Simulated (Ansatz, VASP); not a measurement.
GaO3 in VASP and in Ansatz

```
Ga O
1.0
     2.94468    0.00000    0.00000
    -1.47234    2.55017    0.00000
     0.00000    0.00000    6.84143
Ga O
1 3
Direct
  0.66667 0.33333 0.00000
  0.66667 0.33333 0.50000
  0.33333 0.66667 0.15925
  0.33333 0.66667 0.84075
```

Change from the starting cell: species swapped into the Tl3Bi type (P-6m2, No. 187).

Alike in both runs: functional PBE; k mesh 6 × 6 × 4; occupations gaussian, width 0.1 eV; collinear spin.

Ansatz relaxed the structure, and its values are those at the end. VASP's run is a single point on that final structure, the one shown.

|  | VASP | Ansatz |
| --- | --- | --- |
| version | VASP 6.6.1 | Ansatz 0.2.0 |
| potentials or method | VASP PAW PBE potentials, release 64 (Ga_d, O), cutoff 520 eV | scalar-relativistic, plane waves, PAW |
| valence electrons in the cell | 31 | 31 |

```csv
,VASP,Ansatz,Ansatz less VASP
gap on the k mesh at the Fermi level (eV),none,none,-
pressure (GPa),0.5,0.0,-0.48
rms of the force components (eV/Å),0.033,0.001,-0.0316
net moment per atom (μB),0.75,0.75,0.000
size of the moment on the site where the two differ most (μB),1.68,2.01,+0.336
```

Site moments also hang on the region over which each program counts them. A gap of «none» marks a metal or a gap that the smearing closes. With one functional, cell and mesh, what is left measures potentials, basis and numerics.

The k mesh is coarse, so the values compare programs but aren't converged.
